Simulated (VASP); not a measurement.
Here is a VASP 6.6.1 calculation.

INCAR

```
SYSTEM = ZnS
  PREC = Accurate
  ENCUT = 520
  EDIFF = 1E-7
  ISMEAR = 0
  SIGMA = 0.01
  LREAL = .FALSE.
  LASPH = .TRUE.
  NELM = 80
  ALGO = Normal
  ISIF = 2
  LWAVE = .FALSE.
  LCHARG = .FALSE.
  NBANDS = 36
```

KPOINTS

```
Automatic mesh
0
G
  6 6 6
  0 0 0
```

The input POSCAR:

```
ZnS
1.0
    1.9763369886      1.1410391554      9.7119869662
   -1.9763369886      1.1410391554      9.7119869662
    0.0000000000     -2.2820772723      9.7119869662
Zn S
3 3
Direct
    0.9999710000      0.9999710000      0.9999710000
    0.2222690000      0.2222690000      0.2222690000
    0.4446130000      0.4446130000      0.4446130000
    0.0832670000      0.0832670000      0.0832670000
    0.5278420000      0.5278420000      0.5278420000
    0.3053630000      0.3053630000      0.3053630000
```

Potentials or basis: VASP PAW LDA potentials, release 64 (Zn, S).

Run with:

```console
$ cat potpaw_LDA.64/Zn/POTCAR potpaw_LDA.64/S/POTCAR > POTCAR
$ mpirun -np 1 vasp_std > vasp.out
```

Problem. What does it give for the band gap on the k mesh?

Solution. 1.47 eV, direct.

Problem. Estimate the largest force.

Solution. 0.028 eV/Å.

Problem. Predict the pressure.

Solution. -9.7 GPa.

Forces in eV/Å, atoms in the order of the input:
```
Zn   0.000  0.000 -0.013
Zn   0.000  0.000 -0.013
Zn   0.000  0.000 -0.028
S    0.000  0.000  0.024
S    0.000  0.000  0.012
S    0.000  0.000  0.018
```

A k mesh can miss the band edges. LDA gaps usually lie below the measured ones, often by a third to a half.
